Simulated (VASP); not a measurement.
# Mg (Im-3m) in VASP: notebook

Mg is run at these levels: PBEsol; tasks: relaxation of cell and atoms.

Program: VASP 6.6.1. These are calculated values, not measurements. Logs are shortened: lines on timing, memory, paths and dates and some standing lists are left out, and cuts for length are marked.

**1. The cell of the first run**

It takes space group Im-3m (No. 229, cubic). Conventional cell: a = 3.001 Å, b = 3.001 Å, c = 3.001 Å, α = 90.00°, β = 90.00°, γ = 90.00°. Within 3.4 Å of Mg (site symmetry m-3m) lie 14 Mg at 2.60 to 3.00 Å.

This isn't the form of Mg at room conditions, which is hcp.

**2. Relaxation of cell and atoms, PBEsol, target pressure 50 GPa, at which the enthalpy is minimised**

Input file INCAR:

```
SYSTEM = Mg
PREC = Accurate
ENCUT = 600
EDIFF = 1E-6
ISMEAR = 0
SIGMA = 0.1
LREAL = .FALSE.
LASPH = .TRUE.
NELM = 100
ALGO = Normal
ISIF = 3
LWAVE = .FALSE.
LCHARG = .FALSE.
GGA = PS
IBRION = 2
NSW = 70
EDIFFG = -0.004
PSTRESS = 500.0
```

Input file KPOINTS:

```
regular mesh
0
G
  28 28 28
  0 0 0
```

Input file POSCAR:

```
Mg
1.0
   -1.5005865685      1.5005865685      1.5005865685
    1.5005865685     -1.5005865685      1.5005865685
    1.5005865685      1.5005865685     -1.5005865685
Mg
1
Direct
    0.0000000000      0.0000000000      0.0000000000
```

Potentials or basis: VASP PAW PBE potentials, release 64 (Mg).

Started as:

```
cat potpaw_PBE.64/Mg/POTCAR > POTCAR
mpirun -np 1 vasp_std > vasp.out
```

OUTCAR:

```text
SYSTEM = Mg
   PREC = Accurate
   ENCUT = 600
   EDIFF = 1E-6
   ISMEAR = 0
   LREAL = .FALSE.
   LASPH = .TRUE.
   NELM = 100
   ISIF = 3
   GGA = PS
   IBRION = 2
   NSW = 70
   EDIFFG = -0.004
   PSTRESS = 500.0

 ion  position               nearest neighbor table
   1  0.000  0.000  0.000-

  LATTYP: Found a body centered cubic cell.
 ALAT       =     3.0011731370

  Lattice vectors:

 A1 = (  -1.5005865685,   1.5005865685,   1.5005865685)
 A2 = (   1.5005865685,  -1.5005865685,   1.5005865685)
 A3 = (   1.5005865685,   1.5005865685,  -1.5005865685)

Analysis of symmetry for initial positions (statically):
=====================================================================
 Subroutine PRICEL returns:
 Original cell was already a primitive cell.

 Routine SETGRP: Setting up the symmetry group for a
 body centered cubic supercell.

 Subroutine GETGRP returns: Found 48 space group operations
 (whereof 48 operations were pure point group operations)
 out of a pool of 48 trial point group operations.

The static configuration has the point symmetry O_h .

Analysis of symmetry for dynamics (positions and initial velocities):
=====================================================================
 Subroutine PRICEL returns:
 Original cell was already a primitive cell.

 Routine SETGRP: Setting up the symmetry group for a
 body centered cubic supercell.

 Subroutine GETGRP returns: Found 48 space group operations
 (whereof 48 operations were pure point group operations)
 out of a pool of 48 trial point group operations.

The dynamic configuration has the point symmetry O_h .

 Subroutine INISYM returns: Found 48 space group operations
 (whereof 48 operations are pure point group operations),
 and found     1 'primitive' translations

----------------------------------------------------------------------------------------

                                     Primitive cell

  volume of cell :      13.5158

  direct lattice vectors                    reciprocal lattice vectors
    -1.500586568  1.500586568  1.500586568     0.000000000  0.333203036  0.333203036
     1.500586568 -1.500586568  1.500586568     0.333203036  0.000000000  0.333203036
     1.500586568  1.500586568 -1.500586568     0.333203036  0.333203036  0.000000000

[... 87 lines left out ...]
   ISIF   =      3    stress and relaxation
   ISYM   =      2    0-nonsym 1-usesym 2-fastsym
   POTIM  = 0.5000    time-step for ionic-motion
   TEBEG  =    0.0;   TEEND  =   0.0 temperature during run
   PSTRESS=  500.0 pullay stress
   NELECT =       2.0000    total number of electrons
   NUPDOWN=      -1.0000    fix difference up-down
   EMIN   =  10.00;   EMAX   =-10.00  energy-range for DOS
   EFERMI =   0.00;   METHOD = LEGACY
   ISMEAR =     0;   SIGMA  =   0.10  broadening in eV -4-tet -1-fermi 0-gaus
   EFERMI_NEDOS =   21; number of points for ismear=-14 and -15
   IALGO  =     38    algorithm
   IMIX   =      4    mixing-type and parameters
     AMIX     =   0.40;   BMIX     =  1.00
     AMIX_MAG =   1.60;   BMIX_MAG =  1.00
  volume/ion in A,a.u.               =      13.52        91.21
  Fermi-wavevector in a.u.,A,eV,Ry     =   0.865905  1.636324 10.201542  0.749792
  Thomas-Fermi vector in A             =   1.984217
   LORBIT       =      0    0 simple, 1 ext, 2 COOP (PROOUT), +10 PAW based schemes
   GGA     = PS    functional components
   LHFCALC =     F    Hartree Fock is set to
   AEXX    =    0.0000 exact exchange contribution
   IVDW    =     0    specifies the selected vdW correction
   LEPSILON=     F    determine dielectric tensor
   LRPA    =     F    only Hartree local field effects (RPA)
 conjugate gradient relaxation of ions
 non-spin polarized calculation
 Gauss-broadening in eV      SIGMA  =   0.10
  energy-cutoff  :      600.00
  volume of cell :       13.52
 maximum number of plane-waves:       466
 NGX is ok and might be reduce to    24
   NGX = 11   NGY = 11   NGZ = 11

--------------------------------------- Ionic step        1  -------------------------------------------

 number of electron       2.0000000 magnetization

 Free energy of the ion-electron system (eV)
  ---------------------------------------------------
  ext. energy  EPLUGINS =         0.00000000
  ---------------------------------------------------
  free energy    TOTEN  =        -0.76067974 eV

  energy without entropy =       -0.75922456  energy(sigma->0) =       -0.75995215

------------------------ aborting loop because EDIFF is reached ----------------------------------------

  FORCE on cell =-STRESS in cart. coord.  units (eV):
  Direction    XX          YY          ZZ          XY          YZ          ZX
  --------------------------------------------------------------------------------------
  -------------------------------------------------------------------------------------
  Total        4.3050308      4.3050308      4.3050308      0.0000000      0.0000000     -0.0000000
  in kB      510.3212967    510.3212967    510.3212967      0.0000000      0.0000000     -0.0000000
  external PRESSURE =      10.3212967 kB  Pullay stress =     500.0000000 kB
[... 61 lines left out ...]
--------------------------------------- Ionic step        3  -------------------------------------------

 number of electron       2.0000000 magnetization

 Free energy of the ion-electron system (eV)
  ---------------------------------------------------
  ext. energy  EPLUGINS =         0.00000000
  ---------------------------------------------------
  free energy    TOTEN  =        -0.78280774 eV

  energy without entropy =       -0.78134982  energy(sigma->0) =       -0.78207878

 E-fermi :   6.0750     XC(G=0): -10.3660

 val. band max:        6.0745240825   @ k =  -0.3929   0.4643   0.3214
 cond. band min:       6.0773814609   @ k =   0.3929   0.1071   0.0357
 fundamental gap:      0.0028573784
 Fermi energy:         6.0749980556

 k-point     1 :       0.0000    0.0000    0.0000
  band No.  band energies     occupation
      1      -3.4859      2.00000
      2      23.0020      0.00000
      3      23.0020      0.00000
      4      23.0020      0.00000
      5      25.6932      0.00000
[... 177 lines left out ...]
 k-point    24 :       0.3214    0.0357    0.0000
  band No.  band energies     occupation
      1       0.2854      2.00000
      2       9.9895      0.00000
      3      17.1445      0.00000
      4      20.6859      0.00000
      5      21.0704      0.00000

 [... further k-points ...]

------------------------ aborting loop because EDIFF is reached ----------------------------------------

  FORCE on cell =-STRESS in cart. coord.  units (eV):
  Direction    XX          YY          ZZ          XY          YZ          ZX
  --------------------------------------------------------------------------------------
  -------------------------------------------------------------------------------------
  Total        4.2401676      4.2401676      4.2401676      0.0000000      0.0000000      0.0000000
  in kB      500.0357607    500.0357607    500.0357607      0.0000000      0.0000000      0.0000000
  external PRESSURE =       0.0357607 kB  Pullay stress =     500.0000000 kB
[... 20 lines left out ...]
  energy  without entropy=       -0.7813498160  energy(sigma->0) =       -0.78207878

  enthalpy is  TOTEN    =         3.4570566471 eV   P V=        4.2398643897

 reached required accuracy - stopping structural energy minimisation
```

OSZICAR:

```text
N       E                     dE             d eps       ncg     rms          rms(c)
DAV:   1     0.639398595340E+00    0.63940E+00   -0.99406E+02  7025   0.328E+02
DAV:   2    -0.788807064078E+00   -0.14282E+01   -0.13577E+01  8290   0.223E+01
DAV:   3    -0.795558384907E+00   -0.67513E-02   -0.67436E-02  8405   0.182E+00
DAV:   4    -0.795572001748E+00   -0.13617E-04   -0.13618E-04  8315   0.561E-02
[... 12 lines left out ...]
   2 F= 0.34575118E+01 E0= 0.34582427E+01  d E =0.230379E-03
       N       E                     dE             d eps       ncg     rms          rms(c)
DAV:   1    -0.782811714907E+00    0.31013E-01   -0.79851E-04  6430   0.197E-01    0.887E-03
DAV:   2    -0.782808433692E+00    0.32812E-05   -0.33639E-06  7950   0.174E-02    0.551E-03
DAV:   3    -0.782807742515E+00    0.69118E-06   -0.45876E-07  5835   0.616E-03
   3 F= 0.34570566E+01 E0= 0.34577856E+01  d E =-.224787E-03
```

CONTCAR:

```text
Mg
   1.00000000000000
    -1.5031795228738019    1.5031795228738019    1.5031795228738021
     1.5031795228738019   -1.5031795228738019    1.5031795228738021
     1.5031795228738019    1.5031795228738019   -1.5031795228738021
  Mg
     1
Direct
     0.0000000000000000    0.0000000000000000    0.0000000000000000

  0.00000000E+00  0.00000000E+00  0.00000000E+00
```

It took 45 s on 1 thread of Intel Xeon Platinum 8259CL at 2.50GHz (Skylake/Cascade Lake), shared host; peak memory 0.19 GiB.

What came out:

```
Free energy                                                : -0.7828 eV
Relaxed volume                                             : 13.59 Å³/atom
Relaxed cell                                               : a = 2.604 Å, b = 2.604 Å, c = 2.604 Å, α = 109.47°, β = 109.47°, γ = 109.47°
Space group after relaxing (to 0.1 Å)                      : Im-3m (No. 229)
Energy change on relaxing (the run minimises the enthalpy) : -22.1 meV/atom
Ionic steps                                                : 3
Pressure after relaxing                                    : 50.0 GPa
Band gap on the k mesh                                     : zero (bands 1 and 2 overlap by 4.86 eV)
```

Step by step:
```csv
step,energy change (eV),largest force (eV/Å),pressure (GPa),volume (Å³)
1,0.0000,0.0000,51.03,13.52
2,-0.0531,0.0000,48.57,13.69
3,-0.0221,0.0000,50.00,13.59
```

Final structure:
```yaml
crystal:
  lattice:
    - [-1.50318, 1.50318, 1.50318]
    - [1.50318, -1.50318, 1.50318]
    - [1.50318, 1.50318, -1.50318]
  atoms:
    - { symbol: Mg, position: [0.00000, 0.00000, 0.00000] }
```

Levels at points of the mesh, in eV from the Fermi level:
```
           k point  band 1  band 2  band 3  band 4  band 5
(0.00, 0.00, 0.00)   -9.56   16.93   16.93   16.93   19.62
(0.50, 0.00, 0.00)   -2.28   -0.94   10.60   14.15   14.39
(0.50, 0.50, 0.50)    3.92    3.92    5.86    5.86    5.86
```

Caveat: the cell is relaxed towards a set pressure, so the run minimises the enthalpy, not the energy; the PAW data sets were made with another functional, which shifts forces and pressure a little.

(Continued in part 2 of 3.)
